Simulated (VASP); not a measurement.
The system is Mg2As.

```
Mg As
1.0
     4.04905    0.00000    0.00000
    -2.02453    3.50658    0.00000
     0.00000    0.00000    4.37190
Mg As
2 1
Direct
  0.33333 0.66667 0.50000
  0.66667 0.33333 0.50000
  0.00000 0.00000 0.00000
```

```yaml
Program: VASP 6.6.1
Task: relaxation of cell and atoms
Functional: PBE
Potentials_or_basis: VASP PAW PBE potentials, release 64 (Mg, As)
Cutoff: 600 eV
k_mesh: 6 × 6 × 4
Occupations: gaussian, width 0.1 eV
Spin: no spin polarisation
```

At the start: pressure 8.3 GPa; volume 20.69 Å³/atom.

Where does the relaxation end?

Over 12 steps the energy falls by 799.4 meV/atom and the volume is 20.95 Å³/atom (+1.2 %); space group P6/mmm (No. 191, to 0.1 Å) before and after.

The path:
| step | energy change (eV) | largest force (eV/Å) | pressure (GPa) | volume (Å³) |
| --- | --- | --- | --- | --- |
| 1 | 0.0000 | 0.0000 | 8.33 | 62.07 |
| 2 | -1.5662 | 0.0000 | -1.50 | 70.99 |
| 3 | -1.8026 | 0.0000 | -3.59 | 73.90 |
| 4 | -1.9920 | 0.0000 | -6.80 | 78.74 |
| 5 | -2.0043 | 0.0000 | -5.65 | 76.45 |
| 6 | -2.3595 | 0.0000 | -2.68 | 67.05 |
| 7 | -2.3664 | 0.0000 | -1.79 | 65.60 |
| 8 | -2.3669 | 0.0000 | -1.98 | 65.88 |
| 9 | -2.3974 | 0.0000 | 0.07 | 62.75 |
| 10 | -2.3979 | 0.0000 | -0.18 | 63.09 |
| 11 | -2.3979 | 0.0000 | -0.22 | 63.14 |
| 12 | -2.3982 | 0.0000 | 0.01 | 62.84 |

Final structure:
```xyz
3
Lattice="4.8054 0.0000 0.0000 -2.4027 4.1616 0.0000 0.0000 0.0000 3.1421" Properties=species:S:1:pos:R:3 pbc="T T T"
Mg    0.0000    2.7744    1.5711
Mg    2.4027    1.3872    1.5711
As    0.0000    0.0000    3.1421
```

Caveat: a cell axis changed by over 15 % at a fixed basis, so the end point is rough.
